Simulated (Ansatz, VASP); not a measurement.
KI in VASP and in Ansatz

```
K I
1.0
     0.00000    3.54457    3.54457
     3.54457    0.00000    3.54457
     3.54457    3.54457    0.00000
K I
1 1
Cartesian
  0.0000 0.0000 0.0000
  3.5446 3.5446 3.5446
```

Alike in both runs: task single point; functional HSE06; k mesh 4 × 4 × 4; no spin polarisation.

|  | VASP | Ansatz |
| --- | --- | --- |
| version | VASP 6.6.1 | Ansatz 0.2.0 |
| potentials or method | VASP PAW PBE potentials, release 64 (K_sv, I) | plane waves |
| plane-wave cutoff (eV) | 520 | 420 |
| occupations | gaussian, width 0.01 eV | fixed |
| valence electrons in the cell | 16 | 26 |

VASP gave:

* gap on the k mesh at the Fermi level (eV): 4.93
* pressure (GPa): 0.3

**Question.** Estimate Ansatz's values.

**Answer.** gap on the k mesh at the Fermi level (eV): 4.94; pressure (GPa): 0.3.

VASP's potentials hold 16 valence electrons a cell and Ansatz's 26, so a difference there can come from the potentials and not from the codes. Ansatz's warnings: exchange mesh not taken up, stress exchange threshold loose, stress scf threshold loose.

Neither program's run includes spin-orbit coupling.
